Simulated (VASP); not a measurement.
# MnO2 (P-3m1) in VASP: further runs, part 2 of 2

VASP 6.6.1. The steps go on from the part before.

## (3) Single point, LDA (9.54 Å³/atom)

This run uses another cell than the first one, of 9.54 Å³/atom.

Input file INCAR:

```
PREC = Accurate
ENCUT = 520
EDIFF = 1E-6
ISMEAR = -1
SIGMA = 0.03
LREAL = F
LASPH = T
NELM = 80
ALGO = Normal
ISIF = 2
LWAVE = F
LCHARG = T
GGA = CA
LELF = T
LVHAR = T
NBANDS = 20
```

Input file KPOINTS:

```
regular mesh
0
Gamma
  11 11 6
```

Input file POSCAR:

```
MnO2
1.0
    2.7374130834      0.0000000000      0.0000000000
   -1.3687065417      2.3706692709      0.0000000000
    0.0000000000      0.0000000000      4.4094230071
Mn O
1 2
Direct
    0.0000000000      0.0000000000      0.5000000000
    0.6666666667      0.3333333333      0.2937074300
    0.3333333333      0.6666666667      0.7062925700
```

Potentials or basis: VASP PAW LDA potentials, release 64 (Mn_pv, O).

Launch:

```bash
> cat potpaw_LDA.64/Mn_pv/POTCAR potpaw_LDA.64/O/POTCAR > POTCAR
> mpirun -np 1 vasp_std > vasp.out
```

OUTCAR:

```text
PREC = Accurate
   ENCUT = 520
   EDIFF = 1E-6
   ISMEAR = -1
   LREAL = F
   LASPH = T
   NELM = 80
   ISIF = 2
   GGA = CA

 ion  position               nearest neighbor table
   1  0.000  0.000  0.500-   2 1.82   3 1.82   2 1.82   3 1.82   2 1.82   3 1.82
   2  0.667  0.333  0.294-   1 1.82   1 1.82   1 1.82
   3  0.333  0.667  0.706-   1 1.82   1 1.82   1 1.82

  LATTYP: Found a hexagonal cell.
 ALAT       =     2.7374130834
 C/A-ratio  =     1.6107992739

  Lattice vectors:

 A1 = (   2.7374130834,   0.0000000000,   0.0000000000)
 A2 = (  -1.3687065417,   2.3706692709,   0.0000000000)
 A3 = (   0.0000000000,   0.0000000000,   4.4094230071)

Analysis of symmetry for initial positions (statically):
=====================================================================
 Subroutine PRICEL returns:
 Original cell was already a primitive cell.

 Routine SETGRP: Setting up the symmetry group for a
 hexagonal supercell.

 Subroutine GETGRP returns: Found 12 space group operations
 (whereof 12 operations were pure point group operations)
 out of a pool of 24 trial point group operations.

The static configuration has the point symmetry D_3d.

Analysis of symmetry for dynamics (positions and initial velocities):
=====================================================================
 Subroutine PRICEL returns:
 Original cell was already a primitive cell.

 Routine SETGRP: Setting up the symmetry group for a
 hexagonal supercell.

 Subroutine GETGRP returns: Found 12 space group operations
 (whereof 12 operations were pure point group operations)
 out of a pool of 24 trial point group operations.

The dynamic configuration has the point symmetry D_3d.

 Subroutine INISYM returns: Found 12 space group operations
 (whereof 12 operations are pure point group operations),
 and found     1 'primitive' translations

[... 111 lines left out ...]
   ISMEAR =    -1;   SIGMA  =   0.03  broadening in eV -4-tet -1-fermi 0-gaus
   EFERMI_NEDOS =   21; number of points for ismear=-14 and -15
   IALGO  =     38    algorithm
   IMIX   =      4    mixing-type and parameters
     AMIX     =   0.40;   BMIX     =  1.00
     AMIX_MAG =   1.60;   BMIX_MAG =  1.00
  volume/ion in A,a.u.               =       9.54        64.37
  Fermi-wavevector in a.u.,A,eV,Ry     =   1.565034  2.957486 33.325182  2.449332
  Thomas-Fermi vector in A             =   2.667570
   LORBIT       =      0    0 simple, 1 ext, 2 COOP (PROOUT), +10 PAW based schemes
   GGA     = CA    functional components
   LHFCALC =     F    Hartree Fock is set to
   AEXX    =    0.0000 exact exchange contribution
   IVDW    =     0    specifies the selected vdW correction
   LEPSILON=     F    determine dielectric tensor
   LRPA    =     F    only Hartree local field effects (RPA)
 non-spin polarized calculation
  energy-cutoff  :      520.00
  volume of cell :       28.61
 maximum number of plane-waves:       784
   NGX = 11   NGY = 11   NGZ = 17

 number of electron      25.0000003 magnetization

 Free energy of the ion-electron system (eV)
  ---------------------------------------------------
  ext. energy  EPLUGINS =         0.00000000
  ---------------------------------------------------
  free energy    TOTEN  =       -25.43017726 eV

  energy without entropy =      -25.41715335  energy(sigma->0) =      -25.42366530

 E-fermi :   4.7340     XC(G=0): -12.1503

 val. band max:        4.7338243704   @ k =   0.3636   0.1818   0.0000
 cond. band min:       4.7377191738   @ k =  -0.1818  -0.4545   0.1667
 fundamental gap:      0.0038948034
 Fermi energy:         4.7339976980

 k-point     1 :       0.0000    0.0000    0.0000
  band No.  band energies     occupation
      1     -43.8247      2.00000
      2     -43.8247      2.00000
      3     -43.6416      2.00000
      4     -16.0539      2.00000
      5     -13.1110      2.00000
      6      -2.5341      2.00000
[... 541 lines left out ...]
     19      19.8925      0.00000
     20      21.5694      0.00000

 [... further k-points ...]

------------------------ aborting loop because EDIFF is reached ----------------------------------------

  FORCE on cell =-STRESS in cart. coord.  units (eV):
  Direction    XX          YY          ZZ          XY          YZ          ZX
  --------------------------------------------------------------------------------------
  -------------------------------------------------------------------------------------
  Total        2.3051114      2.3051114      2.1725190      0.0000000      0.0000000      0.0000000
  in kB      129.0652777    129.0652777    121.6413124      0.0000000      0.0000000      0.0000000
  external PRESSURE =     126.5906226 kB  Pullay stress =       0.0000000 kB

 VOLUME and BASIS-vectors are now :
 -----------------------------------------------------------------------------
  energy-cutoff  :      520.00
  volume of cell :       28.61
      direct lattice vectors                 reciprocal lattice vectors
     2.737413083  0.000000000  0.000000000     0.365308402  0.210910904  0.000000000
    -1.368706542  2.370669271  0.000000000     0.000000000  0.421821809  0.000000000
     0.000000000  0.000000000  4.409423007     0.000000000  0.000000000  0.226787042

 POSITION                                       TOTAL-FORCE (eV/Angst)
 -----------------------------------------------------------------------------------
      0.00000      0.00000      2.20471         0.000000      0.000000      0.000000
      1.36871      0.79022      1.29508        -0.000000     -0.000000     -1.320905
     -0.00000      1.58045      3.11434         0.000000      0.000000      1.320905
 -----------------------------------------------------------------------------------
    total drift:                                0.000000     -0.000000      0.000000

  FREE ENERGIE OF THE ION-ELECTRON SYSTEM (eV)
  ---------------------------------------------------
  free  energy   TOTEN  =       -25.4301772580 eV

  energy  without entropy=      -25.4171533520  energy(sigma->0) =      -25.42366530
```

OSZICAR:

```text
N       E                     dE             d eps       ncg     rms          rms(c)
DAV:   1     0.249676855641E+03    0.24968E+03   -0.14866E+04  3368   0.147E+03
DAV:   2    -0.168463830281E+02   -0.26652E+03   -0.25461E+03  3564   0.414E+02
DAV:   3    -0.327573991150E+02   -0.15911E+02   -0.15791E+02  3844   0.111E+02
DAV:   4    -0.329249035900E+02   -0.16750E+00   -0.16743E+00  3644   0.122E+01
DAV:   5    -0.329264954009E+02   -0.15918E-02   -0.15918E-02  3880   0.120E+00    0.358E+01
DAV:   6    -0.352554221040E+02   -0.23289E+01   -0.14252E+02  4076   0.102E+02    0.402E+01
DAV:   7    -0.265781114274E+02    0.86773E+01   -0.11927E+02  3800   0.104E+02    0.137E+01
DAV:   8    -0.254312483141E+02    0.11469E+01   -0.49324E+00  4020   0.231E+01    0.138E+00
DAV:   9    -0.254362572588E+02   -0.50089E-02   -0.22187E-01  3696   0.381E+00    0.980E-01
DAV:  10    -0.254338074731E+02    0.24498E-02   -0.53914E-02  3888   0.244E+00    0.815E-01
DAV:  11    -0.254302372577E+02    0.35702E-02   -0.16369E-02  3720   0.144E+00    0.695E-02
DAV:  12    -0.254302331319E+02    0.41258E-05   -0.37181E-04  3676   0.164E-01    0.110E-01
DAV:  13    -0.254301803909E+02    0.52741E-04   -0.47578E-04  3908   0.247E-01    0.266E-02
DAV:  14    -0.254301775491E+02    0.28418E-05   -0.32292E-05  3852   0.599E-02    0.594E-03
DAV:  15    -0.254301772580E+02    0.29115E-06   -0.19603E-06  1960   0.117E-02
   1 F= -.25430177E+02 E0= -.25423665E+02  d E =-.130239E-01
```

Wall time 34 s (1 thread of AMD EPYC 7R13 (Zen 3), shared host); peak memory 0.13 GiB.

What came out:

| Quantity | Value |
| --- | --- |
| Free energy | -25.4302 eV |
| Pressure | 12.7 GPa |
| Largest force | 1.321 eV/Å |
| Band gap on the k mesh | zero (an odd number of electrons rules out a gap without spin polarisation) |

Forces on the atoms (eV/Å):
```
Mn   0.000  0.000  0.000
O    0.000  0.000 -1.321
O    0.000  0.000  1.321
```

Levels at points of the mesh, in eV from the Fermi level:
```
           k point  band 10  band 11  band 12  band 13  band 14  band 15  band 16  band 17
(0.00, 0.00, 0.00)    -2.08    -1.95    -1.06    -1.06     1.01     3.84     3.84     7.64
(0.00, 0.00, 0.50)    -2.13    -2.13    -1.07    -1.07     1.31     3.91     3.91     9.48
```

Caveat: the cell stands under pressure; an odd number of electrons without spin polarisation forces a metal; a magnetic or distorted state may lie lower; the run has no spin polarisation, though such a crystal can be magnetic; semilocal functionals often make such compounds metallic where correlation or magnetic order opens a gap, which also shifts bond lengths.
